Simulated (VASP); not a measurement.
# Bi2Te2O (I4/mmm) in VASP: notebook, part 2 of 2

VASP 6.6.1.

### 4 Relaxation of cell and atoms, PBE

This run uses another cell than the first one, of 23.77 Å³/atom.

Contents of INCAR:

```
PREC     = Accurate       # precision mode
ENCUT    = 600            # plane-wave cutoff, eV
EDIFF    = 1E-6           # SCF threshold, eV
ISMEAR   = 0              # smearing method
SIGMA    = 0.15           # smearing width, eV
LREAL    = F              # projectors in reciprocal space
LASPH    = T              # aspherical terms in the spheres
NELM     = 100            # most SCF steps
ALGO     = Normal         # electronic algorithm
ISIF     = 3              # what is computed and relaxed
LWAVE    = F              # write WAVECAR
LCHARG   = F              # write CHGCAR
GGA      = PE             # functional
IBRION   = 2              # ionic algorithm
NSW      = 36             # ionic steps
EDIFFG   = -0.08          # ionic threshold
```

Contents of KPOINTS:

```
regular mesh
0
Gamma
  4 4 4
```

Contents of POSCAR:

```
Bi2Te2O
1.0
   -2.1031786400      2.1031786400      6.7180210700
    2.1031786400     -2.1031786400      6.7180210700
    2.1031786400      2.1031786400     -6.7180210700
Bi Te O
2 2 1
Direct
    0.8615329300      0.8615329300      0.0000000000
    0.1384670700      0.1384670700      0.0000000000
    0.6523096000      0.6523096000      0.0000000000
    0.3476904000      0.3476904000      0.0000000000
    0.0000000000      0.0000000000      0.0000000000
```

Potentials or basis: VASP PAW PBE potentials, release 64 (Bi_d, Te, O).

On the command line:

```
> cat potpaw_PBE.64/Bi_d/POTCAR potpaw_PBE.64/Te/POTCAR potpaw_PBE.64/O/POTCAR > POTCAR
> mpirun -np 1 vasp_std > vasp.out
```

OUTCAR:

```text
PREC = Accurate
   ENCUT = 600
   EDIFF = 1E-6
   ISMEAR = 0
   LREAL = F
   LASPH = T
   NELM = 100
   ISIF = 3
   GGA = PE
   IBRION = 2
   NSW = 36
   EDIFFG = -0.08

 ion  position               nearest neighbor table
   1  0.862  0.862  0.000-   5 1.86   3 2.81   4 2.98   4 2.98   4 2.98   4 2.98   2 3.72
   2  0.138  0.138  0.000-   5 1.86   4 2.81   3 2.98   3 2.98   3 2.98   3 2.98   1 3.72
   3  0.652  0.652  0.000-   1 2.81   2 2.98   2 2.98   2 2.98   2 2.98
   4  0.348  0.348  0.000-   2 2.81   1 2.98   1 2.98   1 2.98   1 2.98
   5  0.000  0.000  0.000-   1 1.86   2 1.86

  LATTYP: Found a body centered tetragonal cell.
 ALAT       =     4.2063572800
 C/A-ratio  =     3.1942227551

  Lattice vectors:

 A1 = (  -2.1031786400,   2.1031786400,   6.7180210700)
 A2 = (   2.1031786400,  -2.1031786400,   6.7180210700)
 A3 = (   2.1031786400,   2.1031786400,  -6.7180210700)

Analysis of symmetry for initial positions (statically):
=====================================================================
 Subroutine PRICEL returns:
 Original cell was already a primitive cell.

 Routine SETGRP: Setting up the symmetry group for a
 body centered tetragonal supercell.

 Subroutine GETGRP returns: Found 16 space group operations
 (whereof 16 operations were pure point group operations)
 out of a pool of 16 trial point group operations.

The static configuration has the point symmetry D_4h.

Analysis of symmetry for dynamics (positions and initial velocities):
=====================================================================
 Subroutine PRICEL returns:
 Original cell was already a primitive cell.

 Routine SETGRP: Setting up the symmetry group for a
 body centered tetragonal supercell.

 Subroutine GETGRP returns: Found 16 space group operations
 (whereof 16 operations were pure point group operations)
 out of a pool of 16 trial point group operations.

The dynamic configuration has the point symmetry D_4h.

 Subroutine INISYM returns: Found 16 space group operations
 (whereof 16 operations are pure point group operations),
 and found     1 'primitive' translations

[... 93 lines left out ...]
   NFREE  =      1    steps in history (QN), initial steepest desc. (CG)
   ISIF   =      3    stress and relaxation
   ISYM   =      2    0-nonsym 1-usesym 2-fastsym
   POTIM  = 0.5000    time-step for ionic-motion
   TEBEG  =    0.0;   TEEND  =   0.0 temperature during run
   PSTRESS=    0.0 pullay stress
   NELECT =      48.0000    total number of electrons
   NUPDOWN=      -1.0000    fix difference up-down
   EMIN   =  10.00;   EMAX   =-10.00  energy-range for DOS
   EFERMI =   0.00;   METHOD = LEGACY
   ISMEAR =     0;   SIGMA  =   0.15  broadening in eV -4-tet -1-fermi 0-gaus
   EFERMI_NEDOS =   21; number of points for ismear=-14 and -15
   IALGO  =     38    algorithm
   IMIX   =      4    mixing-type and parameters
     AMIX     =   0.40;   BMIX     =  1.00
     AMIX_MAG =   1.60;   BMIX_MAG =  1.00
  volume/ion in A,a.u.               =      23.77       160.43
  Fermi-wavevector in a.u.,A,eV,Ry     =   1.210052  2.286667 19.922001  1.464226
  Thomas-Fermi vector in A             =   2.345611
   LORBIT       =      0    0 simple, 1 ext, 2 COOP (PROOUT), +10 PAW based schemes
   GGA     = PE    functional components
   LHFCALC =     F    Hartree Fock is set to
   AEXX    =    0.0000 exact exchange contribution
   IVDW    =     0    specifies the selected vdW correction
   LEPSILON=     F    determine dielectric tensor
   LRPA    =     F    only Hartree local field effects (RPA)
 conjugate gradient relaxation of ions
 non-spin polarized calculation
 Gauss-broadening in eV      SIGMA  =   0.15
  energy-cutoff  :      600.00
  volume of cell :      118.86
 maximum number of plane-waves:      3990
 NGX is ok and might be reduce to    60
   NGX = 29   NGY = 29   NGZ = 29

--------------------------------------- Ionic step        1  -------------------------------------------

 number of electron      48.0000000 magnetization

 Free energy of the ion-electron system (eV)
  ---------------------------------------------------
  ext. energy  EPLUGINS =         0.00000000
  ---------------------------------------------------
  free energy    TOTEN  =       -17.10358849 eV

  energy without entropy =      -17.07800021  energy(sigma->0) =      -17.09079435

 E-fermi :   8.3832     XC(G=0): -10.2148

 val. band max:        8.3782589787   @ k =   0.5000   0.5000   0.0000
 cond. band min:       8.3929198233   @ k =  -0.2500   0.2500   0.2500
 fundamental gap:      0.0146608446
 Fermi energy:         8.3832222134
[... 924 lines left out ...]
     27       8.2913      0.00000
     28       8.2913      0.00000

[... ionic steps 4 to 24 ...]

--------------------------------------- Ionic step       25  -------------------------------------------

 number of electron      48.0000005 magnetization

------------------------ aborting loop because EDIFF is reached ----------------------------------------
[... 73 lines left out ...]
--------------------------------------- Ionic step       27  -------------------------------------------

 number of electron      47.9999996 magnetization

 Free energy of the ion-electron system (eV)
  ---------------------------------------------------
  ext. energy  EPLUGINS =         0.00000000
  ---------------------------------------------------
  free energy    TOTEN  =       -21.02618612 eV

  energy without entropy =      -21.02425912  energy(sigma->0) =      -21.02522262

 E-fermi :   4.3765     XC(G=0):  -8.7047

 val. band max:        4.2575681159   @ k =   0.0000   0.0000   0.0000
 cond. band min:       4.5994909760   @ k =   0.5000   0.0000   0.0000
 fundamental gap:      0.3419228601
 Fermi energy:         4.3764644684
[... 433 lines left out ...]
  FREE ENERGIE OF THE ION-ELECTRON SYSTEM (eV)
  ---------------------------------------------------
  free  energy   TOTEN  =       -21.0261861197 eV

  energy  without entropy=      -21.0242591213  energy(sigma->0) =      -21.02522262

 reached required accuracy - stopping structural energy minimisation
```

OSZICAR:

```text
N       E                     dE             d eps       ncg     rms          rms(c)
DAV:   1     0.530167594836E+03    0.53017E+03   -0.25322E+04   728   0.207E+03
DAV:   2     0.514718991172E+02   -0.47870E+03   -0.46617E+03   744   0.511E+02
DAV:   3    -0.163333383955E+02   -0.67805E+02   -0.65018E+02   932   0.187E+02
[... 320 lines left out ...]
DAV:   6    -0.210261795096E+02    0.16141E-04   -0.19818E-04   872   0.106E-01    0.346E-02
DAV:   7    -0.210261856656E+02   -0.61560E-05   -0.99121E-05   976   0.621E-02    0.102E-02
DAV:   8    -0.210261846963E+02    0.96933E-06   -0.10539E-05   896   0.295E-02    0.400E-03
DAV:   9    -0.210261857452E+02   -0.10489E-05   -0.16453E-06   544   0.829E-03    0.124E-03
DAV:  10    -0.210261861197E+02   -0.37446E-06   -0.61637E-07   396   0.557E-03
  27 F= -.21026186E+02 E0= -.21025223E+02  d E =-.175494E-01
```

CONTCAR:

```text
Bi2Te2O
   1.00000000000000
    -2.2222253074817302    2.2222253074817302    8.2860320151971631
     2.2222253074817302   -2.2222253074817302    8.2860320151971631
     2.2222253074817302    2.2222253074817302   -8.2860320151971631
  Bi              Te              O
     2     2     1
Direct
     0.8746186625728860    0.8746186625728860    0.0000000000000000
     0.1253813374271143    0.1253813374271143    0.0000000000000000
     0.6604144356780753    0.6604144356780753    0.0000000000000000
     0.3395855643219247    0.3395855643219247    0.0000000000000000
     0.0000000000000000    0.0000000000000000    0.0000000000000000

  0.00000000E+00  0.00000000E+00  0.00000000E+00
  0.00000000E+00  0.00000000E+00  0.00000000E+00
  0.00000000E+00  0.00000000E+00  0.00000000E+00
  0.00000000E+00  0.00000000E+00  0.00000000E+00
  0.00000000E+00  0.00000000E+00  0.00000000E+00
```

It took 23 min on 1 thread of Intel Xeon 6975P-C (Granite Rapids), shared host; peak memory 0.59 GiB.

What came out:

- Free energy: -21.0262 eV
- Relaxed volume: 32.74 Å³/atom
- Relaxed cell: a = 8.862 Å, b = 8.862 Å, c = 8.862 Å, α = 150.96°, β = 150.96°, γ = 41.54°
- Space group after relaxing (to 0.1 Å): I4/mmm (No. 139)
- Energy gained by relaxing: 784.5 meV/atom
- Ionic steps: 27
- Pressure after relaxing: 0.0 GPa
- Largest force after relaxing: 0.064 eV/Å
- Band gap on the k mesh: 0.34 eV (least direct gap 0.58 eV)

Forces on the atoms (eV/Å):
```
Bi   0.000  0.000 -0.021
Bi   0.000  0.000  0.021
Te   0.000  0.000  0.064
Te   0.000  0.000 -0.064
O    0.000  0.000  0.000
```

Step by step:
| step | energy change (eV) | largest force (eV/Å) | pressure (GPa) | volume (Å³) |
| --- | --- | --- | --- | --- |
| 1 | 0.0000 | 3.8131 | 32.76 | 118.86 |
| 2 | 0.9774 | 1.3601 | -7.74 | 217.99 |
| 3 | -3.1700 | 2.0619 | -0.24 | 152.22 |
| 4 | -3.2748 | 1.9593 | 1.41 | 148.16 |
| 5 | -3.3128 | 1.7663 | 3.71 | 143.55 |
| 6 | -3.3136 | 1.7931 | 3.42 | 144.07 |
| 7 | -3.7039 | 0.9317 | -0.97 | 158.41 |
| 8 | -3.7048 | 0.8888 | -1.08 | 159.06 |
| 9 | -3.7642 | 0.1887 | 0.39 | 156.23 |
| 10 | -3.7654 | 0.1030 | 0.65 | 155.79 |
| 11 | -3.8062 | 0.1068 | 0.50 | 155.92 |
| 12 | -3.8138 | 0.1729 | 0.50 | 155.99 |
| 13 | -3.8138 | 0.1639 | 0.50 | 155.99 |
| 14 | -3.8211 | 0.1861 | 0.13 | 157.57 |
| 15 | -3.8250 | 0.2128 | -0.35 | 159.82 |
| 16 | -3.8315 | 0.2109 | -0.13 | 159.89 |
| 17 | -3.8377 | 0.3095 | 0.31 | 160.04 |
| 18 | -3.8398 | 0.3075 | 0.32 | 160.13 |
| 19 | -3.8463 | 0.3027 | 0.32 | 160.40 |
| 20 | -3.8581 | 0.2994 | 0.34 | 160.94 |
| 21 | -3.8780 | 0.3124 | 0.39 | 162.00 |
| 22 | -3.8973 | 0.4438 | 0.49 | 164.02 |
| 23 | -3.9049 | 0.1597 | -0.20 | 165.24 |
| 24 | -3.9050 | 0.1575 | -0.14 | 165.10 |
| 25 | -3.9076 | 0.1498 | -0.14 | 164.96 |
| 26 | -3.9142 | 0.1256 | -0.11 | 164.53 |
| 27 | -3.9226 | 0.0642 | -0.04 | 163.68 |

Final structure:
```xyz
5
Lattice="-2.2222 2.2222 8.2860 2.2222 -2.2222 8.2860 2.2222 2.2222 -8.2860" Properties=species:S:1:pos:R:3 pbc="T T T"
Bi    0.0000    0.0000   14.4942
Bi    0.0000    0.0000    2.0778
Te    0.0000    0.0000   10.9444
Te    0.0000    0.0000    5.6276
O     0.0000    0.0000    0.0000
```

Caveat: the volume moved by over 15 % at a fixed basis, so the end points are rough; spin-orbit coupling is left out, which moves the levels of the heavy elements; the relaxation stopped at a loose force limit of 0.08 eV/Å, so its end isn't a converged minimum. A k mesh can miss the band edges.

### 5 Overview

| task | cell | k mesh | cutoff (eV) | gap on the mesh (eV) | pressure (GPa) | relaxed volume (Å³/atom) | largest force (eV/Å) |
| --- | --- | --- | --- | --- | --- | --- | --- |
| single point | a = 8.994 Å, angles 151.5, 151.5, 40.7°, 5 atoms, atomic positions A | 4 × 4 × 4 | 520 | 0.37 | -0.1 | - | 0.02 |
| relaxation of cell and atoms | relaxed from a = 6.122 Å, angles 116.0, 116.0, 97.1°, 5 atoms, atomic positions B | 3 × 3 × 3 | 600 | none | -0.2 | 27.76 | 0.08 |
| relaxation of cell and atoms | relaxed from a = 7.347 Å, angles 146.7, 146.7, 47.8°, 5 atoms, atomic positions C | 4 × 4 × 4 | 600 | 0.34 | 0.0 | 32.74 | 0.06 |

Alike in all rows: level PBE; potentials or basis VASP PAW PBE potentials, release 64 (Bi_d, Te, O); no spin polarisation; smearing gaussian 0.15 eV.

Caveats: some runs use coarse meshes; spin-orbit coupling is left out, which moves the levels of the heavy elements; the volume moved by over 15 % at a fixed basis, so the end points are rough (at least some runs); the relaxation stopped at a loose force limit of 0.08 eV/Å, so its end isn't a converged minimum (at least some runs).

Total energies depend on the potentials used, so only differences within one code and one set of settings carry meaning.

The gap in the log of VASP goes by the Fermi energy; the results here count the filled bands.